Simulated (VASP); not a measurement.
Write the native input for VASP 6.6.1 that does the following.

```yaml
Task: single point
Functional: PBE
Potentials_or_basis: VASP PAW PBE potentials, release 64 (W_sv, Se)
Cutoff: 520 eV
k_mesh: 1 × 1 × 1
Occupations: gaussian, width 0.01 eV
Spin: no spin polarisation
Dipole_correction: no
Further_INCAR_settings: LREAL = Auto; ALGO = Normal; EDIFF = 1e-06; NBANDS = 267
```

The structure of WSe2 (WSe2 (P6_3/mmc)) lies in POSCAR:

```
WSe2
1.0
    9.7497821442      0.0000000848      0.0000000000
   -4.8748911455      8.4435589758      0.0000000000
    0.0000000000      0.0000000000     12.8261208339
W Se
18 36
Direct
    0.2222222222      0.1111111111      0.7500000000
    0.1111111111      0.2222222222      0.2500000000
    0.2222222222      0.4444444444      0.7500000000
    0.1111111111      0.5555555556      0.2500000000
    0.2222222222      0.7777777778      0.7500000000
    0.1111111111      0.8888888889      0.2500000000
    0.5555555556      0.1111111111      0.7500000000
    0.4444444444      0.2222222222      0.2500000000
    0.5555555556      0.4444444444      0.7500000000
    0.4444444444      0.5555555556      0.2500000000
    0.5555555556      0.7777777778      0.7500000000
    0.4444444444      0.8888888889      0.2500000000
    0.8888888889      0.1111111111      0.7500000000
    0.7777777778      0.2222222222      0.2500000000
    0.8888888889      0.4444444444      0.7500000000
    0.7777777778      0.5555555556      0.2500000000
    0.8888888889      0.7777777778      0.7500000000
    0.7777777778      0.8888888889      0.2500000000
    0.1111111111      0.2222222222      0.8799483383
    0.2222222222      0.1111111111      0.3799483383
    0.1111111111      0.2222222222      0.6200516617
    0.2222222222      0.1111111111      0.1200516617
    0.1111111111      0.5555555556      0.8799483383
    0.2222222222      0.4444444444      0.3799483383
    0.1111111111      0.5555555556      0.6200516617
    0.2222222222      0.4444444444      0.1200516617
    0.1111111111      0.8888888889      0.8799483383
    0.2222222222      0.7777777778      0.3799483383
    0.1111111111      0.8888888889      0.6200516617
    0.2222222222      0.7777777778      0.1200516617
    0.4444444444      0.2222222222      0.8799483383
    0.5555555556      0.1111111111      0.3799483383
    0.4444444444      0.2222222222      0.6200516617
    0.5555555556      0.1111111111      0.1200516617
    0.4444444444      0.5555555556      0.8799483383
    0.5555555556      0.4444444444      0.3799483383
    0.4444444444      0.5555555556      0.6200516617
    0.5555555556      0.4444444444      0.1200516617
    0.4444444444      0.8888888889      0.8799483383
    0.5555555556      0.7777777778      0.3799483383
    0.4444444444      0.8888888889      0.6200516617
    0.5555555556      0.7777777778      0.1200516617
    0.7777777778      0.2222222222      0.8799483383
    0.8888888889      0.1111111111      0.3799483383
    0.7777777778      0.2222222222      0.6200516617
    0.8888888889      0.1111111111      0.1200516617
    0.7777777778      0.5555555556      0.8799483383
    0.8888888889      0.4444444444      0.3799483383
    0.7777777778      0.5555555556      0.6200516617
    0.8888888889      0.4444444444      0.1200516617
    0.7777777778      0.8888888889      0.8799483383
    0.8888888889      0.7777777778      0.3799483383
    0.7777777778      0.8888888889      0.6200516617
    0.8888888889      0.7777777778      0.1200516617
```

The input as run:

INCAR

```
PREC = Accurate
ENCUT = 520
EDIFF = 1E-6
ISMEAR = 0
SIGMA = 0.01
LREAL = Auto
LASPH = T
NELM = 100
ALGO = Normal
ISIF = 2
LWAVE = F
LCHARG = F
GGA = PE
NBANDS = 267
```

KPOINTS

```
Automatic mesh
0
Gamma
  1 1 1
```

Potentials or basis: VASP PAW PBE potentials, release 64 (W_sv, Se).

Launch:

```bash
$ cat potpaw_PBE.64/W_sv/POTCAR potpaw_PBE.64/Se/POTCAR > POTCAR
$ mpirun -np 1 vasp_gam > vasp.out
```

Results of the run:

```json
{"Pressure": "8.8 GPa", "Largest force": "0.254 eV/Å", "Band gap on the k mesh": "1.48 eV"}
```

Caveat: the k points lie up to 0.74 Å⁻¹ apart; spin-orbit coupling is left out, which moves the levels of the heavy elements; this functional lacks dispersion, which binds the layers, so the pressure and a relaxed spacing across them are unreliable.

Run time: 13 min on 1 thread of AMD EPYC 7R13 Processor (Zen 3), with other jobs on the host, peak memory 1.1 GiB.
